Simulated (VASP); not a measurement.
Set up this calculation in VASP 6.6.1, as the native input.

- Task: single point
- Functional: LDA
- Potentials or basis: VASP PAW LDA potentials, release 64 (Si, W_sv)
- Cutoff: 520 eV
- k mesh: 13 × 13 × 13
- Occupations: methfessel-paxton, width 0.1 eV
- Spin: no spin polarisation
- Dipole correction: no
- Further INCAR settings: ALGO = Normal; EDIFF = 1e-07; NBANDS = 18

The structure of Si2W lies in POSCAR:

```
Si2W
1.0
   -1.5628529849      1.5628529849      3.8076366252
    1.5628529849     -1.5628529849      3.8076366252
    1.5628529849      1.5628529849     -3.8076366252
Si W
2 1
Direct
    0.3347000000      0.3347000000      0.0000000000
    0.6653000000      0.6653000000      0.0000000000
    0.0000000000      0.0000000000      0.0000000000
```

These files were run (other wordings do the same):

INCAR

```
PREC = Accurate ; ENCUT = 520
EDIFF = 1E-7 ; ISMEAR = 1
SIGMA = 0.1 ; LREAL = F
LASPH = T ; NELM = 60
ALGO = Normal ; ISIF = 2
LWAVE = F ; LCHARG = F
NBANDS = 18
```

KPOINTS

```
Automatic mesh
0
Gamma
  13 13 13
```

Potentials or basis: VASP PAW LDA potentials, release 64 (Si, W_sv).

The run is started by

```bash
$ cat potpaw_LDA.64/Si/POTCAR potpaw_LDA.64/W_sv/POTCAR > POTCAR
$ mpirun -np 1 vasp_std > vasp.out
```

It gave:

```json
{
  "Pressure": "17.0 GPa",
  "Largest force": "0.199 eV/Å",
  "Band gap on the k mesh": "zero (bands 11 and 12 overlap by 1.33 eV)"
}
```

Caveat: the cell stands under pressure; spin-orbit coupling is left out, which moves the levels of the heavy elements.

It took 3.1 min on 1 thread of Intel Xeon 8259CL, with other jobs on the host, peak memory 0.26 GiB.
